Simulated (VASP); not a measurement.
Set up this calculation in VASP 6.6.1, as the native input.

```
Task                   : relaxation of cell and atoms
Functional             : LDA
Potentials or basis    : VASP PAW LDA potentials, release 64 (Tl_d)
Cutoff                 : 600 eV
k mesh                 : 13 × 13 × 13
Occupations            : fermi-dirac, width 0.05 eV
Spin                   : no spin polarisation
Dipole correction      : no
Further INCAR settings : ALGO = Normal; EDIFF = 1e-06; IBRION = 2; EDIFFG = -0.005; NSW = 45; ISIF = 3
```

The structure of Tl lies in POSCAR:

```
Tl
1.0
    3.0881070506      0.0000000000      0.0000000000
    0.0000000000      3.0881070506      0.0000000000
    0.0000000000      0.0000000000      3.0881070506
Tl
1
Direct
    0.0000000000      0.0000000000      0.0000000000
```

The input as run:

INCAR

```
SYSTEM = Tl
ALGO = Normal
EDIFF = 1E-6
EDIFFG = -0.005
ENCUT = 600
IBRION = 2
ISIF = 3
ISMEAR = -1
LASPH = .True.
LCHARG = .False.
LREAL = .False.
LWAVE = .False.
NELM = 80
NSW = 45
PREC = Accurate
SIGMA = 0.05
```

KPOINTS

```
k-points
0
Gamma
  13 13 13
  0 0 0
```

Potentials or basis: VASP PAW LDA potentials, release 64 (Tl_d).

Launch:

```bash
$ cat potpaw_LDA.64/Tl_d/POTCAR > POTCAR
$ mpirun -np 1 vasp_std > vasp.out
```

Results of the run:

```
Relaxed volume                         : 29.56 Å³/atom
Relaxed cell                           : a = 3.092 Å, b = 3.092 Å, c = 3.092 Å, α = 90.00°, β = 90.00°, γ = 90.00°
Space group after relaxing (to 0.05 Å) : Pm-3m (No. 221)
Energy gained by relaxing              : 0.1 meV/atom
Ionic steps                            : 3
Pressure after relaxing                : 0.0 GPa
```

Run time: 14 s on 1 thread of Intel(R) Xeon(R) 6975P-C (Granite Rapids), on a shared host, peak memory 0.16 GiB.
